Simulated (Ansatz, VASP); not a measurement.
## Te: VASP beside Ansatz

```
CELL_PARAMETERS angstrom
2.20016 1.27026 1.86115
-2.20016 1.27026 1.86115
0.00000 -2.54053 1.86115
ATOMIC_POSITIONS crystal
Te 0.50000 0.50000 0.50000
```

Alike in both runs: functional PBEsol; k mesh 18 × 18 × 18; occupations gaussian, width 0.1 eV; no spin polarisation.

Ansatz relaxed the structure, and its values are those at the end. VASP's run is a single point on that final structure, the one shown.

|  | VASP | Ansatz |
| --- | --- | --- |
| version | VASP 6.6.1 | Ansatz 0.2.0 |
| potentials or method | VASP PAW PBE potentials, release 64 (Te), cutoff 520 eV | scalar-relativistic, plane waves, PAW |
| valence electrons in the cell | 6 | 16 |

Ansatz gave:

```
gap on the k mesh at the Fermi level (eV) : none
pressure (GPa)                            : 0.0
```

Task: Estimate VASP's values.

Result: gap on the k mesh at the Fermi level (eV): none; pressure (GPa): 0.1.

VASP's potentials were made for PBE, not for PBEsol. A gap of «none» marks a metal or a gap that the smearing closes. VASP's potentials hold 6 valence electrons a cell and Ansatz's 16, so a difference there can come from the potentials and not from the codes.

Spin-orbit coupling is off throughout.
